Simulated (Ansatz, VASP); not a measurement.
## One calculation of YbH3, two programs

INCAR

```
SYSTEM = YbH3
ALGO = Normal
EDIFF = 1E-6
ENCUT = 520
GGA = PE
ISIF = 2
ISMEAR = -1
LASPH = .TRUE.
LCHARG = .FALSE.
LREAL = .FALSE.
LWAVE = .FALSE.
NBANDS = 22
NELM = 80
PREC = Accurate
SIGMA = 0.05
```

Contents of KPOINTS:

```
k-points
0
G
  9 9 9
  0 0 0
```

File POSCAR:

```
YbH3
1.0
    0.0000000000      2.6049710000      2.6049710000
    2.6049710000      0.0000000000      2.6049710000
    2.6049710000      2.6049710000      0.0000000000
Yb H
1 3
Direct
    0.0000000000      0.0000000000      0.0000000000
    0.5000000000      0.5000000000      0.5000000000
    0.2500000000      0.2500000000      0.2500000000
    0.7500000000      0.7500000000      0.7500000000
```

File input.yaml:

```yaml
crystal:
  lattice:
    - [0.0, 2.604971, 2.604971]
    - [2.604971, 0.0, 2.604971]
    - [2.604971, 2.604971, 0.0]
  atoms:
    - { symbol: Yb, position: [0.0, 0.0, 0.0] }
    - { symbol: H, position: [0.5, 0.5, 0.5] }
    - { symbol: H, position: [0.25, 0.25, 0.25] }
    - { symbol: H, position: [0.75, 0.75, 0.75] }
hamiltonian:
  xc: pbe
  pseudopotentials: { kind: paw }
kpoints:
  mp_grid: { grid: [9, 9, 9] }
scf:
  occupations: { method: fermi_dirac, width: 0.05 }
output:
  forces: true
  stress: true
  eigenvalues: true
  write_density: true
  write_potential: true
  elf: true
  volumetric_format: npy
```

Alike in both runs: task single point; functional PBE; k mesh 9 × 9 × 9; occupations fermi-dirac, width 0.05 eV; no spin polarisation.

|  | VASP | Ansatz |
| --- | --- | --- |
| version | VASP 6.6.1 | Ansatz 0.2.0 |
| potentials or method | VASP PAW PBE potentials, release 64 (Yb, H) | Ansatz PAW |
| plane-wave cutoff (eV) | 520 | 420 |
| valence electrons in the cell | 27 | 27 |

```csv
,VASP,Ansatz,Ansatz less VASP
gap on the k mesh at the Fermi level (eV),none,none,-
pressure (GPa),-5.4,-5.4,+0.02
```

A gap of «none» marks a metal or a gap that the smearing closes.

Spin-orbit coupling is off throughout.
